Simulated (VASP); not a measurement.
# LiNbO3 (R-3c) in VASP: further runs, part 3 of 3

VASP 6.6.1.

## (4) Single point, PBE (z stretched by +2 %, then relaxed in part)

INCAR

```
PREC     = Accurate       # precision mode
ENCUT    = 520            # plane-wave cutoff, eV
EDIFF    = 1E-7           # SCF threshold, eV
ISMEAR   = -1             # smearing method
SIGMA    = 0.02           # smearing width, eV
LREAL    = F              # projectors in reciprocal space
LASPH    = T              # aspherical terms in the spheres
NELM     = 100            # most SCF steps
ALGO     = Normal         # electronic algorithm
ISIF     = 2              # what is computed and relaxed
LWAVE    = F              # write WAVECAR
LCHARG   = F              # write CHGCAR
GGA      = PE             # functional
NBANDS   = 45             # bands
```

KPOINTS

```
Automatic mesh
0
Gamma
  7 7 7
```

POSCAR

```
LiNbO3
1.0
    2.5689010133      1.4831556916      4.5895614000
   -2.5689010133      1.4831556916      4.5895614000
    0.0000000000     -2.9663113832      4.5895614000
Li Nb O
2 2 6
Direct
    0.7500000000      0.7500000000      0.7500000000
    0.2500000000      0.2500000000      0.2500000000
    0.5000000000      0.5000000000      0.5000000000
    0.0000000000      0.0000000000      0.0000000000
    0.6241640256      0.8758359744      0.2500000000
    0.2500000000      0.6241640256      0.8758359744
    0.8758359744      0.2500000000      0.6241640256
    0.7500000000      0.3758359744      0.1241640256
    0.3758359744      0.1241640256      0.7500000000
    0.1241640256      0.7500000000      0.3758359744
```

Potentials or basis: VASP PAW PBE potentials, release 64 (Li_sv, Nb_sv, O).

The run is started by

```bash
> cat potpaw_PBE.64/Li_sv/POTCAR potpaw_PBE.64/Nb_sv/POTCAR potpaw_PBE.64/O/POTCAR > POTCAR
> mpirun -np 1 vasp_std > vasp.out
```

OUTCAR:

```text
PREC = Accurate
   ENCUT = 520
   EDIFF = 1E-7
   ISMEAR = -1
   LREAL = F
   LASPH = T
   NELM = 100
   ISIF = 2
   GGA = PE

 ion  position               nearest neighbor table
   1  0.750  0.750  0.750-   9 1.92   8 1.92  10 1.92
   2  0.250  0.250  0.250-   5 1.92   6 1.92   7 1.92
   3  0.500  0.500  0.500-   7 1.98  10 1.98   8 1.98   6 1.98   9 1.98   5 1.98
   4  0.000  0.000  0.000-   6 1.98   8 1.98   7 1.98  10 1.98   9 1.98   5 1.98
   5  0.624  0.876  0.250-   2 1.92   3 1.98   4 1.98
   6  0.250  0.624  0.876-   2 1.92   4 1.98   3 1.98
   7  0.876  0.250  0.624-   2 1.92   3 1.98   4 1.98
   8  0.750  0.376  0.124-   1 1.92   4 1.98   3 1.98
   9  0.376  0.124  0.750-   1 1.92   3 1.98   4 1.98
  10  0.124  0.750  0.376-   1 1.92   3 1.98   4 1.98

  LATTYP: Found a trigonal (rhomboedric) cell.
 ALAT       =     5.4647119838
 COS(alpha) =     0.5580326567

  Lattice vectors:

 A1 = (   2.5689010133,   1.4831556916,   4.5895614000)
 A2 = (  -2.5689010133,   1.4831556916,   4.5895614000)
 A3 = (   0.0000000000,  -2.9663113832,   4.5895614000)

Analysis of symmetry for initial positions (statically):
=====================================================================
 Subroutine PRICEL returns:
 Original cell was already a primitive cell.

 Routine SETGRP: Setting up the symmetry group for a
 trigonal (rhombohedral) supercell.

 Subroutine GETGRP returns: Found 12 space group operations
 (whereof  6 operations were pure point group operations)
 out of a pool of 12 trial point group operations.

The static configuration has the point symmetry S_6 .
 The point group associated with its full space group is D_3d.

Analysis of symmetry for dynamics (positions and initial velocities):
=====================================================================
 Subroutine PRICEL returns:
 Original cell was already a primitive cell.

 Routine SETGRP: Setting up the symmetry group for a
 trigonal (rhombohedral) supercell.

 Subroutine GETGRP returns: Found 12 space group operations
 (whereof  6 operations were pure point group operations)
 out of a pool of 12 trial point group operations.

The dynamic configuration has the point symmetry S_6 .
 The point group associated with its full space group is D_3d.

 Subroutine INISYM returns: Found 12 space group operations
 (whereof  6 operations are pure point group operations),
 and found     1 'primitive' translations

----------------------------------------------------------------------------------------

                                     Primitive cell

  volume of cell :     104.9196

  direct lattice vectors                    reciprocal lattice vectors
     2.568901013  1.483155692  4.589561400     0.194635760  0.112373008  0.072628581
    -2.568901013  1.483155692  4.589561400    -0.194635760  0.112373008  0.072628581
     0.000000000 -2.966311383  4.589561400     0.000000000 -0.224746016  0.072628581

  length of vectors
     5.464711984  5.464711984  5.464711984     0.236189929  0.236189929  0.236189929

  position of ions in fractional coordinates (direct lattice)
     0.750000000  0.750000000  0.750000000
     0.250000000  0.250000000  0.250000000
     0.500000000  0.500000000  0.500000000
[... 73 lines left out ...]
 [... further k-points ...]
   k-points           NKPTS =     44   k-points in BZ     NKDIM =     44   number of bands    NBANDS=     45
   number of dos      NEDOS =    301   number of ions     NIONS =     10
   total plane-waves  NPLWV =  74088
   dimension x,y,z NGX =    42 NGY =   42 NGZ =   42
   dimension x,y,z NGXF=    84 NGYF=   84 NGZF=   84
   ions per type =               2   2   6
   NGX,Y,Z   is equivalent  to a cutoff of  12.78, 12.78, 12.78 a.u.
   NGXF,Y,Z  is equivalent  to a cutoff of  25.55, 25.55, 25.55 a.u.
 SYSTEM =  unknown system
   PREC   = accura    normal or accurate (medium, high low for compatibility)
   ISTART =      0    job   : 0-new  1-cont  2-samecut
   ICHARG =      2    charge: 1-file 2-atom 10-const
   ISPIN  =      1    spin polarized calculation?
   LNONCOLLINEAR =      F non collinear calculations
   LSORBIT =      F    spin-orbit coupling
   LASPH  =      T    aspherical Exc in radial PAW
   ENCUT  =  520.0 eV  38.22 Ry    6.18 a.u.  10.16 10.16 10.16*2*pi/ulx,y,z
   NELM   =    100;   NELMIN=  2; NELMDL= -5     # of ELM steps
   EDIFF  = 0.1E-06   stopping-criterion for ELM
   LREAL  =      F    real-space projection
   EDIFFG = 0.1E-05   stopping-criterion for IOM
   NSW    =      0    number of steps for IOM
   IBRION =     -1    ionic relax: 0-MD 1-quasi-New 2-CG
   NFREE  =      0    steps in history (QN), initial steepest desc. (CG)
   ISIF   =      2    stress and relaxation
   ISYM   =      2    0-nonsym 1-usesym 2-fastsym
   POTIM  = 0.5000    time-step for ionic-motion
   TEBEG  =    0.0;   TEEND  =   0.0 temperature during run
   PSTRESS=    0.0 pullay stress
   NELECT =      68.0000    total number of electrons
   NUPDOWN=      -1.0000    fix difference up-down
   EMIN   =  10.00;   EMAX   =-10.00  energy-range for DOS
   EFERMI =   0.00;   METHOD = LEGACY
   ISMEAR =    -1;   SIGMA  =   0.02  broadening in eV -4-tet -1-fermi 0-gaus
   EFERMI_NEDOS =   21; number of points for ismear=-14 and -15
   IALGO  =     38    algorithm
   IMIX   =      4    mixing-type and parameters
     AMIX     =   0.40;   BMIX     =  1.00
     AMIX_MAG =   1.60;   BMIX_MAG =  1.00
  volume/ion in A,a.u.               =      10.49        70.80
  Fermi-wavevector in a.u.,A,eV,Ry     =   1.416747  2.677264 27.309232  2.007172
  Thomas-Fermi vector in A             =   2.538049
   LORBIT       =      0    0 simple, 1 ext, 2 COOP (PROOUT), +10 PAW based schemes
   GGA     = PE    functional components
   LHFCALC =     F    Hartree Fock is set to
   AEXX    =    0.0000 exact exchange contribution
   IVDW    =     0    specifies the selected vdW correction
   LEPSILON=     F    determine dielectric tensor
   LRPA    =     F    only Hartree local field effects (RPA)
 non-spin polarized calculation
  energy-cutoff  :      520.00
  volume of cell :      104.92
 maximum number of plane-waves:      2861
 NGX is ok and might be reduce to    42
   NGX = 21   NGY = 21   NGZ = 21

 number of electron      68.0000001 magnetization

 Free energy of the ion-electron system (eV)
  ---------------------------------------------------
  ext. energy  EPLUGINS =         0.00000000
  ---------------------------------------------------
  free energy    TOTEN  =       -79.67394076 eV

  energy without entropy =      -79.67394076  energy(sigma->0) =      -79.67394076

 E-fermi :   4.3762     XC(G=0): -10.8701

 val. band max:        3.8322447764   @ k =  -0.1429   0.1429   0.0000
 cond. band min:       6.4292842449   @ k =   0.4286   0.4286   0.0000
 fundamental gap:      2.5970394685
 Fermi energy:         4.3762464744

 k-point     1 :       0.0000    0.0000    0.0000
  band No.  band energies     occupation
      1     -50.6129      2.00000
      2     -50.5964      2.00000
      3     -38.8351      2.00000
      4     -38.8330      2.00000
      5     -26.8538      2.00000
      6     -26.8538      2.00000
[... 1141 lines left out ...]
     44      13.1366      0.00000
     45      14.2104      0.00000

 [... further k-points ...]

------------------------ aborting loop because EDIFF is reached ----------------------------------------

  FORCE on cell =-STRESS in cart. coord.  units (eV):
  Direction    XX          YY          ZZ          XY          YZ          ZX
  --------------------------------------------------------------------------------------
  -------------------------------------------------------------------------------------
  Total        3.9328152      3.9328152      2.3150996      0.0000000     -0.0000000     -0.0000000
  in kB       60.0561627     60.0561627     35.3527923      0.0000000     -0.0000000     -0.0000000
  external PRESSURE =      51.8217059 kB  Pullay stress =       0.0000000 kB

 VOLUME and BASIS-vectors are now :
 -----------------------------------------------------------------------------
  energy-cutoff  :      520.00
  volume of cell :      104.92
      direct lattice vectors                 reciprocal lattice vectors
     2.568901013  1.483155692  4.589561400     0.194635760  0.112373008  0.072628581
    -2.568901013  1.483155692  4.589561400    -0.194635760  0.112373008  0.072628581
     0.000000000 -2.966311383  4.589561400     0.000000000 -0.224746016  0.072628581

 POSITION                                       TOTAL-FORCE (eV/Angst)
 -----------------------------------------------------------------------------------
      0.00000      0.00000     10.32651        -0.000000      0.000000     -0.000000
      0.00000      0.00000      3.44217        -0.000000     -0.000000     -0.000000
      0.00000      0.00000      6.88434        -0.000000      0.000000     -0.000000
      0.00000      0.00000      0.00000        -0.000000      0.000000     -0.000000
     -0.64652      1.48316      8.03173         0.027309     -0.000000      0.000000
     -0.96119     -1.30148      8.03173        -0.013655      0.023651     -0.000000
      1.60771     -0.18167      8.03173        -0.013655     -0.023651     -0.000000
      0.96119      1.30148      5.73695         0.013655     -0.023651     -0.000000
      0.64652     -1.48316      5.73695        -0.027309     -0.000000     -0.000000
     -1.60771      0.18167      5.73695         0.013655      0.023651     -0.000000
 -----------------------------------------------------------------------------------
    total drift:                                0.000000      0.000000     -0.000000

  FREE ENERGIE OF THE ION-ELECTRON SYSTEM (eV)
  ---------------------------------------------------
  free  energy   TOTEN  =       -79.6739407583 eV

  energy  without entropy=      -79.6739407583  energy(sigma->0) =      -79.67394076
```

It took 6.5 min on 1 thread of Intel Xeon Platinum 8375C at 2.90GHz (Ice Lake), shared host; peak memory 0.35 GiB.

What came out:

- Free energy: -79.6739 eV
- Largest force: 0.027 eV/Å
- Band gap on the k mesh: 2.60 eV (least direct gap 2.69 eV)

Forces in eV/Å, atoms in the order of the input:
```
Li   0.000  0.000  0.000
Li   0.000  0.000  0.000
Nb   0.000  0.000  0.000
Nb   0.000  0.000  0.000
O    0.027  0.000  0.000
O   -0.014  0.024  0.000
O   -0.014 -0.024  0.000
O    0.014 -0.024  0.000
O   -0.027  0.000  0.000
O    0.014  0.024  0.000
```

Caveat: the cell differs from its parent crystal (z stretched by +2 %, then relaxed in part); the cutoff is under 1.25 times the usual one of these potentials, so pressure, stress and relaxed cells hold a basis-set (Pulay) error.

## (5) Single point, PBE (z stretched by +3 %, then relaxed in part)

INCAR

```
SYSTEM = LiNbO3
ALGO = Normal ; EDIFF = 1E-6
ENCUT = 520 ; GGA = PE
ISIF = 2 ; ISMEAR = -1
LASPH = .True. ; LCHARG = .False.
LREAL = .False. ; LWAVE = .False.
NBANDS = 45 ; NELM = 60
PREC = Accurate ; SIGMA = 0.02
```

KPOINTS

```
k-points
0
Gamma
  7 7 7
  0 0 0
```

POSCAR

```
LiNbO3
1.0
    2.5689010133      1.4831556916      4.6345571000
   -2.5689010133      1.4831556916      4.6345571000
    0.0000000000     -2.9663113832      4.6345571000
Li Nb O
2 2 6
Direct
    0.7500000000      0.7500000000      0.7500000000
    0.2500000000      0.2500000000      0.2500000000
    0.5000000000      0.5000000000      0.5000000000
    0.0000000000      0.0000000000      0.0000000000
    0.6254536298      0.8745463702      0.2500000000
    0.2500000000      0.6254536298      0.8745463702
    0.8745463702      0.2500000000      0.6254536298
    0.7500000000      0.3745463702      0.1254536298
    0.3745463702      0.1254536298      0.7500000000
    0.1254536298      0.7500000000      0.3745463702
```

The run is started by

```bash
> cat potpaw_PBE.64/Li_sv/POTCAR potpaw_PBE.64/Nb_sv/POTCAR potpaw_PBE.64/O/POTCAR > POTCAR
> mpirun -np 1 vasp_std > vasp.out
```

Run time: 4.8 min. Hardware: 1 thread of Intel Xeon Platinum 8375C at 2.90GHz (Ice Lake), shared host; peak memory 0.35 GiB.

The run converged. Its results:

```
Free energy            : -79.6907 eV
Largest force          : 0.027 eV/Å
Band gap on the k mesh : 2.55 eV (least direct gap 2.68 eV)
```

Forces on the atoms (eV/Å):
```
Li   0.000  0.000  0.000
Li   0.000  0.000  0.000
Nb   0.000  0.000  0.000
Nb   0.000  0.000  0.000
O    0.027  0.000  0.000
O   -0.014  0.023  0.000
O   -0.014 -0.023  0.000
O    0.014 -0.023  0.000
O   -0.027  0.000  0.000
O    0.014  0.023  0.000
```

Levels at points of the mesh, in eV from the valence-band top:
| k point | band 32 | band 33 | band 34 | band 35 | band 36 | band 37 |
| --- | --- | --- | --- | --- | --- | --- |
| (0.00, 0.00, 0.00) | -0.15 | -0.15 | -0.09 | 2.59 | 2.59 | 2.84 |

Caveat: the cell differs from its parent crystal (z stretched by +3 %, then relaxed in part); the cutoff is under 1.25 times the usual one of these potentials, so pressure, stress and relaxed cells hold a basis-set (Pulay) error. A k mesh can miss the band edges.

## (6) Summary

| cell | gap on the mesh (eV) | largest force (eV/Å) |
| --- | --- | --- |
| a = 5.352 Å, angles 57.4°, 10 atoms, atomic positions A | 2.65 | 0.03 |
| a = 5.389 Å, angles 56.9°, 10 atoms, atomic positions B | 2.65 | 0.03 |
| a = 5.465 Å, angles 56.1°, 10 atoms, atomic positions C | 2.60 | 0.03 |
| a = 5.503 Å, angles 55.7°, 10 atoms, atomic positions D | 2.55 | 0.03 |

Alike in all rows: task single point; level PBE; potentials or basis VASP PAW PBE potentials, release 64 (Li_sv, Nb_sv, O); no spin polarisation; k mesh 7 × 7 × 7; cutoff (eV) 520; smearing fermi-dirac 0.02 eV.

Caveats: the cutoff is under 1.25 times the usual one of these potentials, so pressure, stress and relaxed cells hold a basis-set (Pulay) error.

Absolute energies hang on the potentials; compare differences alone.
